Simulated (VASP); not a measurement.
Wanted: the native input for a VASP 6.6.1 run.

* Task: single point
* Functional: PBE
* Potentials or basis: VASP PAW PBE potentials, release 64 (K_sv, Hf_pv, S)
* Cutoff: 520 eV
* k mesh: 12 × 12 × 6
* Occupations: gaussian, width 0.1 eV
* Spin: no spin polarisation
* Dipole correction: no
* k mesh for the DOS: 18 × 18 × 9
* Occupations for the DOS: tetrahedron
* Further INCAR settings: ALGO = Normal; EDIFF = 1e-06; NBANDS = 24

The system is KHfS2.

```
K Hf S
1.0
     3.64421    0.00000    0.00000
    -1.82210    3.15598    0.00000
     0.00000    0.00000    7.66877
K Hf S
1 1 2
Direct
  0.00000 0.00000 0.50000
  0.66667 0.33333 0.00000
  0.33333 0.66667 0.20224
  0.33333 0.66667 0.79776
```

The input as run:

POSCAR

```
KHfS2
1.0
    3.6442089092      0.0000000289      0.0000000000
   -1.8221044796      3.1559774776      0.0000000000
    0.0000000000      0.0000000000      7.6687698000
K Hf S
1 1 2
Direct
    0.0000000000      0.0000000000      0.5000000000
    0.6666666667      0.3333333333      0.0000000000
    0.3333333333      0.6666666667      0.2022440000
    0.3333333333      0.6666666667      0.7977560000
```

INCAR.step1

```
ALGO = Normal ; EDIFF = 1E-6
ENCUT = 520 ; GGA = PE
ISIF = 2 ; ISMEAR = 0
LASPH = T ; LCHARG = T
LMAXMIX = 4 ; LREAL = F
LWAVE = F ; NBANDS = 24
NELM = 100 ; PREC = Accurate
SIGMA = 0.1
```

KPOINTS.step1

```
k-points
0
Gamma
  12 12 6
```

INCAR.step2

```
ALGO = Normal ; EDIFF = 1E-6
ENCUT = 520 ; GGA = PE
ICHARG = 11 ; ISIF = 2
ISMEAR = -5 ; LASPH = T
LCHARG = F ; LMAXMIX = 4
LORBIT = 10 ; LREAL = F
LWAVE = F ; NBANDS = 24
NEDOS = 1001 ; NELM = 100
PREC = Accurate ; SIGMA = 0.1
```

KPOINTS.step2

```
k-points
0
Gamma
  18 18 9
```

Potentials or basis: VASP PAW PBE potentials, release 64 (K_sv, Hf_pv, S).

Run with:

```console
$ cat potpaw_PBE.64/K_sv/POTCAR potpaw_PBE.64/Hf_pv/POTCAR potpaw_PBE.64/S/POTCAR > POTCAR
$ cp INCAR.step1 INCAR
$ cp KPOINTS.step1 KPOINTS
$ mpirun -np 1 vasp_std > vasp.out
$ cp INCAR.step2 INCAR
$ cp KPOINTS.step2 KPOINTS
$ mpirun -np 1 vasp_std > vasp.out
```

It gave:

| Item | Value |
| --- | --- |
| Valence electrons inside the program's atomic spheres | K 7.59; Hf 8.20; S 3.77 |

Run time: 2.8 min on 1 thread of Intel(R) Xeon(R) 6975P-C (Granite Rapids) (shared host), peak memory 0.48 GiB.
